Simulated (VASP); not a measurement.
Here is a VASP 6.6.1 calculation.

The input INCAR:

```
SYSTEM = Si
PREC = Accurate
ENCUT = 520
EDIFF = 1E-7
ISMEAR = -1
SIGMA = 0.05
LREAL = .FALSE.
LASPH = .TRUE.
NELM = 80
ALGO = Normal
ISIF = 2
LWAVE = .FALSE.
LCHARG = .TRUE.
GGA = PS
LELF = .TRUE.
LVHAR = .TRUE.
NBANDS = 16
```

File KPOINTS:

```
Automatic mesh
0
G
  8 8 4
  0 0 0
```

POSCAR

```
Si
1.0
    3.8313174605      0.0000000000      0.0000000000
   -1.9156587303      3.3180182508      0.0000000000
    0.0000000000      0.0000000000      6.3326220002
Si
4
Direct
    0.6624090000      0.3337130000      0.9403250000
    0.3346860000      0.6586850000      0.4343140000
    0.6743670000      0.3454220000      0.5621860000
    0.3142490000      0.6473930000      0.0588250000
```

Potentials or basis: VASP PAW PBE potentials, release 64 (Si).

The run is started by

```console
$ cat potpaw_PBE.64/Si/POTCAR > POTCAR
$ mpirun -np 1 vasp_std > vasp.out
```

Q: Predict the pressure.

A: -0.1 GPa.

Q: What does it give for the largest force?

A: 0.971 eV/Å.

Forces in eV/Å, atoms in the order of the input:
```
Si  -0.278 -0.764 -0.530
Si  -0.228  0.712  0.005
Si   0.187 -0.751  0.128
Si   0.320  0.803  0.397
```

Caveat: the cell differs from its parent crystal (atoms moved at random); the PAW data sets were made with another functional, which shifts forces and pressure a little.
